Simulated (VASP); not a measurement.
## Ta8N7 (a cell with a defect): single point with PBE

Ta8N7 (a cell with a defect):

```
Ta N
1.0
     0.00000    0.00000   -5.79554
     2.95018   -5.10987    0.00000
    -5.90037    0.00000    0.00000
Ta N
8 7
Direct
  0.24810 0.16804 0.33196
  0.75190 0.16804 0.33196
  0.24810 0.66392 0.33196
  0.75190 0.66392 0.33196
  0.24810 0.16804 0.83608
  0.75190 0.16804 0.83608
  0.25120 0.66667 0.83333
  0.74880 0.66667 0.83333
  0.00000 0.00000 0.50000
  0.50000 0.50387 0.50774
  0.00000 0.50169 0.50338
  0.50000 0.99226 0.99613
  0.00000 0.99662 0.99831
  0.50000 0.50387 0.99613
  0.00000 0.50169 0.99831
```

* Program: VASP 6.6.1
* Task: single point
* Functional: PBE
* Potentials or basis: VASP PAW PBE potentials, release 64 (Ta_pv, N)
* Cutoff: 520 eV
* k mesh: 1 × 1 × 1
* Occupations: gaussian, width 0.1 eV
* Spin: no spin polarisation
* Dipole correction: no
* Further INCAR settings: LREAL = Auto; ALGO = Normal; EDIFF = 1e-06; NBANDS = 74

```json
{
 "Pressure": "-5.5 GPa",
 "Largest force": "0.018 eV/Å"
}
```

Forces on the atoms (eV/Å):
```
Ta  -0.010  0.006 -0.013
Ta  -0.010  0.006  0.013
Ta   0.000 -0.012 -0.013
Ta   0.000 -0.012  0.013
Ta   0.010  0.006 -0.013
Ta   0.010  0.006  0.013
Ta   0.000  0.000  0.007
Ta   0.000  0.000 -0.007
N    0.000  0.000  0.000
N   -0.002 -0.001  0.000
N   -0.002 -0.001  0.000
N    0.000  0.002  0.000
N    0.000  0.002  0.000
N    0.002 -0.001  0.000
N    0.002 -0.001  0.000
```

Stress tensor (GPa, compression positive):
```
-10.64   0.00   0.00
  0.00 -10.64   0.00
  0.00   0.00   4.72
```

Levels at points of the mesh, in eV from the Fermi level:
| k point | band 58 | band 59 | band 60 | band 61 | band 62 | band 63 | band 64 | band 65 | band 66 | band 67 |
| --- | --- | --- | --- | --- | --- | --- | --- | --- | --- | --- |
| (0.00, 0.00, 0.00) | -1.18 | -0.37 | -0.37 | -0.05 | -0.05 | 0.76 | 0.76 | 1.36 | 2.69 | 2.92 |

Run time: 38 s on 1 thread of AMD EPYC 7R43 64-Core Processor (Zen 3), on a shared host, peak memory 0.28 GiB.

Caveat: the k points lie up to 1.23 Å⁻¹ apart; spin-orbit coupling is left out, which moves the levels of the heavy elements.
